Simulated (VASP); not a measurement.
# CdF2 (I4/mmm) in VASP: a series of runs

CdF2 is run at these levels: PBEsol; tasks: single point.

All numbers are computed with VASP 6.6.1; they aren't measurements. Logs are shortened: lines on timing, memory, paths and dates and some standing lists are left out, and cuts for length are marked.

**1. The cell of the first run**

The structure is tetragonal, space group I4/mmm (No. 139). The conventional cell has a = 3.629 Å, b = 3.629 Å, c = 5.451 Å, α = 90.00°, β = 90.00°, γ = 90.00°. Within 3.0 Å of Cd (site symmetry 4/mmm) lie 8 F at 2.27 Å. F (site symmetry -4m2) has 4 Cd at 2.27 Å and 6 F at 2.57 to 2.73 Å within 3.0 Å.

**2. Single point, PBEsol (11.97 Å³/atom)**

The input, INCAR:

```
SYSTEM = CdF2
PREC = Accurate
ENCUT = 700
EDIFF = 1E-6
ISMEAR = 0
SIGMA = 0.05
LREAL = .False.
LASPH = .True.
NELM = 120
ALGO = Normal
ISIF = 2
LWAVE = .False.
LCHARG = .False.
GGA = PS
NBANDS = 24
GGA_COMPAT = .False.
```

The input, KPOINTS:

```
Automatic mesh
0
Gamma
  8 8 8
  0 0 0
```

The input, POSCAR:

```
CdF2
1.0
    0.0000000000      2.5662871358      2.7253969382
    2.5662871358      0.0000000000      2.7253969382
    2.5662871358      2.5662871358      0.0000000000
Cd F
1 2
Direct
    0.0000000000      0.0000000000      0.0000000000
    0.2500000000      0.2500000000      0.2500000000
    0.7500000000      0.7500000000      0.7500000000
```

Potentials or basis: VASP PAW PBE potentials, release 64 (Cd_sv_GW, F).

Started as:

```sh
> cat potpaw_PBE.64/Cd_sv_GW/POTCAR potpaw_PBE.64/F/POTCAR > POTCAR
> mpirun -np 1 vasp_std > vasp.out
```

OUTCAR:

```text
SYSTEM = CdF2
   PREC = Accurate
   ENCUT = 700
   EDIFF = 1E-6
   ISMEAR = 0
   LREAL = .False.
   LASPH = .True.
   NELM = 120
   ISIF = 2
   GGA = PS

 ion  position               nearest neighbor table
   1  0.000  0.000  0.000-   2 2.27   3 2.27   3 2.27   3 2.27   3 2.27   2 2.27   2 2.27   2 2.27

   2  0.250  0.250  0.250-   1 2.27   1 2.27   1 2.27   1 2.27
   3  0.750  0.750  0.750-   1 2.27   1 2.27   1 2.27   1 2.27

  LATTYP: Found a body centered tetragonal cell.
 ALAT       =     3.6292780724
 C/A-ratio  =     1.5018948032

  Lattice vectors:

 A1 = (  -2.5662871358,   0.0000000000,   2.7253969382)
 A2 = (   2.5662871358,   0.0000000000,   2.7253969382)
 A3 = (   0.0000000000,   2.5662871358,  -2.7253969382)

Analysis of symmetry for initial positions (statically):
=====================================================================
 Subroutine PRICEL returns:
 Original cell was already a primitive cell.

 Routine SETGRP: Setting up the symmetry group for a
 body centered tetragonal supercell.

 Subroutine GETGRP returns: Found 16 space group operations
 (whereof 16 operations were pure point group operations)
 out of a pool of 16 trial point group operations.

The static configuration has the point symmetry D_4h.

Analysis of symmetry for dynamics (positions and initial velocities):
=====================================================================
 Subroutine PRICEL returns:
 Original cell was already a primitive cell.

 Routine SETGRP: Setting up the symmetry group for a
 body centered tetragonal supercell.

 Subroutine GETGRP returns: Found 16 space group operations
 (whereof 16 operations were pure point group operations)
 out of a pool of 16 trial point group operations.

The dynamic configuration has the point symmetry D_4h.

 Subroutine INISYM returns: Found 16 space group operations
 (whereof 16 operations are pure point group operations),
 and found     1 'primitive' translations

----------------------------------------------------------------------------------------

                                     Primitive cell

  volume of cell :      35.8980

  direct lattice vectors                    reciprocal lattice vectors
     0.000000000  2.566287136  2.725396938    -0.194834005  0.194834005  0.183459515
     2.566287136  0.000000000  2.725396938     0.194834005 -0.194834005  0.183459515
[... 84 lines left out ...]
   LASPH  =      T    aspherical Exc in radial PAW
   ENCUT  =  700.0 eV  51.45 Ry    7.17 a.u.   8.08  8.08  7.83*2*pi/ulx,y,z
   NELM   =    120;   NELMIN=  2; NELMDL= -5     # of ELM steps
   EDIFF  = 0.1E-05   stopping-criterion for ELM
   LREAL  =      F    real-space projection
   EDIFFG = 0.1E-04   stopping-criterion for IOM
   NSW    =      0    number of steps for IOM
   IBRION =     -1    ionic relax: 0-MD 1-quasi-New 2-CG
   NFREE  =      0    steps in history (QN), initial steepest desc. (CG)
   ISIF   =      2    stress and relaxation
   ISYM   =      2    0-nonsym 1-usesym 2-fastsym
   POTIM  = 0.5000    time-step for ionic-motion
   TEBEG  =    0.0;   TEEND  =   0.0 temperature during run
   PSTRESS=    0.0 pullay stress
   NELECT =      34.0000    total number of electrons
   NUPDOWN=      -1.0000    fix difference up-down
   EMIN   =  10.00;   EMAX   =-10.00  energy-range for DOS
   EFERMI =   0.00;   METHOD = LEGACY
   ISMEAR =     0;   SIGMA  =   0.05  broadening in eV -4-tet -1-fermi 0-gaus
   EFERMI_NEDOS =   21; number of points for ismear=-14 and -15
   IALGO  =     38    algorithm
   IMIX   =      4    mixing-type and parameters
     AMIX     =   0.40;   BMIX     =  1.00
     AMIX_MAG =   1.60;   BMIX_MAG =  1.00
  volume/ion in A,a.u.               =      11.97        80.75
  Fermi-wavevector in a.u.,A,eV,Ry     =   1.607722  3.038155 35.167947  2.584771
  Thomas-Fermi vector in A             =   2.703706
   LORBIT       =      0    0 simple, 1 ext, 2 COOP (PROOUT), +10 PAW based schemes
   GGA     = PS    functional components
   LHFCALC =     F    Hartree Fock is set to
   AEXX    =    0.0000 exact exchange contribution
   IVDW    =     0    specifies the selected vdW correction
   LEPSILON=     F    determine dielectric tensor
   LRPA    =     F    only Hartree local field effects (RPA)
 non-spin polarized calculation
 Gauss-broadening in eV      SIGMA  =   0.05
  energy-cutoff  :      700.00
  volume of cell :       35.90
 maximum number of plane-waves:      1524
   NGX = 17   NGY = 17   NGZ = 15

 number of electron      34.0000006 magnetization

 Free energy of the ion-electron system (eV)
  ---------------------------------------------------
  ext. energy  EPLUGINS =         0.00000000
  ---------------------------------------------------
  free energy    TOTEN  =       -11.58676999 eV

  energy without entropy =      -11.58676999  energy(sigma->0) =      -11.58676999

 E-fermi :   1.9297     XC(G=0): -11.3595

 val. band max:        1.4306516376   @ k =  -0.2500   0.2500   0.5000
 cond. band min:       4.5610351199   @ k =   0.0000   0.0000   0.0000
 fundamental gap:      3.1303834823
 Fermi energy:         1.9296914935

 k-point     1 :       0.0000    0.0000    0.0000
  band No.  band energies     occupation
      1     -96.7956      2.00000
      2     -57.9382      2.00000
      3     -57.9382      2.00000
      4     -57.9122      2.00000
      5     -19.8543      2.00000
      6     -18.4384      2.00000
[... 637 lines left out ...]
     23      20.7265      0.00000
     24      22.8757      0.00000

 [... further k-points ...]

------------------------ aborting loop because EDIFF is reached ----------------------------------------

  FORCE on cell =-STRESS in cart. coord.  units (eV):
  Direction    XX          YY          ZZ          XY          YZ          ZX
  --------------------------------------------------------------------------------------
  -------------------------------------------------------------------------------------
  Total        2.8903335      2.8903335      1.3364659      0.0000000     -0.0000000      0.0000000
  in kB      128.9995785    128.9995785     59.6483183      0.0000000     -0.0000000      0.0000000
  external PRESSURE =     105.8824918 kB  Pullay stress =       0.0000000 kB

 VOLUME and BASIS-vectors are now :
 -----------------------------------------------------------------------------
  energy-cutoff  :      700.00
  volume of cell :       35.90
      direct lattice vectors                 reciprocal lattice vectors
     0.000000000  2.566287136  2.725396938    -0.194834005  0.194834005  0.183459515
     2.566287136  0.000000000  2.725396938     0.194834005 -0.194834005  0.183459515
     2.566287136  2.566287136  0.000000000     0.194834005  0.194834005 -0.183459515

 POSITION                                       TOTAL-FORCE (eV/Angst)
 -----------------------------------------------------------------------------------
      0.00000      0.00000      0.00000        -0.000000     -0.000000     -0.000000
      1.28314      1.28314      1.36270         0.000000      0.000000     -0.000000
      3.84943      3.84943      4.08810        -0.000000     -0.000000      0.000000
 -----------------------------------------------------------------------------------
    total drift:                                0.000000     -0.000000      0.000000

  FREE ENERGIE OF THE ION-ELECTRON SYSTEM (eV)
  ---------------------------------------------------
  free  energy   TOTEN  =       -11.5867699924 eV

  energy  without entropy=      -11.5867699924  energy(sigma->0) =      -11.58676999
```

OSZICAR:

```text
N       E                     dE             d eps       ncg     rms          rms(c)
DAV:   1     0.668511491762E+03    0.66851E+03   -0.23262E+04  2912   0.238E+03
DAV:   2     0.483258535001E+02   -0.62019E+03   -0.56225E+03  2848   0.714E+02
DAV:   3    -0.109296343302E+02   -0.59255E+02   -0.58589E+02  4328   0.244E+02
DAV:   4    -0.128408439600E+02   -0.19112E+01   -0.19107E+01  3224   0.463E+01
DAV:   5    -0.129210065355E+02   -0.80163E-01   -0.80160E-01  4208   0.927E+00    0.146E+01
DAV:   6    -0.115988305437E+02    0.13222E+01   -0.29587E+00  4136   0.435E+01    0.120E+01
DAV:   7    -0.115987371973E+02    0.93346E-04   -0.38247E-01  3088   0.645E+00    0.772E+00
DAV:   8    -0.115933098551E+02    0.54273E-02   -0.10455E-01  4088   0.568E+00    0.131E+00
DAV:   9    -0.115867337814E+02    0.65761E-02   -0.29092E-02  4488   0.443E+00    0.301E-01
DAV:  10    -0.115867030369E+02    0.30744E-04   -0.21505E-03  3992   0.749E-01    0.138E-01
DAV:  11    -0.115867655012E+02   -0.62464E-04   -0.23223E-04  4280   0.416E-01    0.245E-02
DAV:  12    -0.115867661558E+02   -0.65456E-06   -0.29187E-05  3688   0.597E-02    0.518E-03
DAV:  13    -0.115867700268E+02   -0.38710E-05   -0.36745E-06  3288   0.266E-02    0.569E-03
DAV:  14    -0.115867699924E+02    0.34375E-07   -0.10589E-07  2520   0.152E-02
   1 F= -.11586770E+02 E0= -.11586770E+02  d E =-.601650E-47
```

Wall time 29 s (1 thread of Intel Xeon 6975P-C (Granite Rapids), shared host); peak memory 0.23 GiB.

Results:

| Item | Value |
| --- | --- |
| Free energy | -11.5868 eV |
| Pressure | 10.6 GPa |
| Band gap on the k mesh | 3.13 eV (least direct gap 3.44 eV) |

Caveat: the stress differs along the axes, from 6 to 13 GPa; the PAW data sets were made with another functional, which shifts forces and pressure a little. A hybrid or GW would open this gap; PBEsol tends to underestimate it.

**3. Single point, PBEsol (12.49 Å³/atom)**

This run uses another cell than the first one, of 12.49 Å³/atom.

The input, INCAR:

```
ALGO = Normal
EDIFF = 1E-6
ENCUT = 700
GGA = PS
GGA_COMPAT = F
ISIF = 2
ISMEAR = 0
LASPH = T
LCHARG = F
LREAL = F
LWAVE = F
NBANDS = 24
NELM = 120
PREC = Accurate
SIGMA = 0.05
```

The input, KPOINTS:

```
k-points
0
Gamma
  8 8 8
```

The input, POSCAR:

```
CdF2
1.0
    0.0000000000      2.6380099148      2.6912977151
    2.6380099148      0.0000000000      2.6912977151
    2.6380099148      2.6380099148      0.0000000000
Cd F
1 2
Direct
    0.0000000000      0.0000000000      0.0000000000
    0.2500000000      0.2500000000      0.2500000000
    0.7500000000      0.7500000000      0.7500000000
```

Potentials or basis: VASP PAW PBE potentials, release 64 (Cd_sv_GW, F).

Started as:

```sh
> cat potpaw_PBE.64/Cd_sv_GW/POTCAR potpaw_PBE.64/F/POTCAR > POTCAR
> mpirun -np 1 vasp_std > vasp.out
```

Wall time 55 s (1 thread of Intel Xeon 6975P-C (Granite Rapids), shared host); peak memory 0.26 GiB.

The run converged. Its results:

| Quantity | Value |
| --- | --- |
| Free energy | -11.6919 eV |
| Pressure | 4.5 GPa |
| Band gap on the k mesh | 3.05 eV (least direct gap 3.46 eV) |

Stress tensor (GPa, compression positive):
```
5.26 0.00 0.00
0.00 5.26 0.00
0.00 0.00 2.99
```

Levels at points of the mesh, in eV from the valence-band top:
| k point | band 13 | band 14 | band 15 | band 16 | band 17 | band 18 | band 19 | band 20 | band 21 | band 22 |
| --- | --- | --- | --- | --- | --- | --- | --- | --- | --- | --- |
| (0.00, 0.00, 0.00) | -1.07 | -1.07 | -0.47 | -0.47 | -0.41 | 3.05 | 12.67 | 12.67 | 12.71 | 17.77 |
| (0.50, 0.00, 0.00) | -2.54 | -2.09 | -2.04 | -0.38 | -0.37 | 7.38 | 9.07 | 14.61 | 14.77 | 18.16 |
| (0.50, 0.50, 0.00) | -3.24 | -3.21 | -0.71 | -0.09 | -0.09 | 8.25 | 9.74 | 11.76 | 14.54 | 14.54 |
| (0.50, 0.00, 0.50) | -3.25 | -3.14 | -0.59 | -0.15 | -0.09 | 8.21 | 9.68 | 11.77 | 14.32 | 14.57 |

Caveat: the cell stands under pressure; the PAW data sets were made with another functional, which shifts forces and pressure a little.

(Continued in part 2 of 2.)
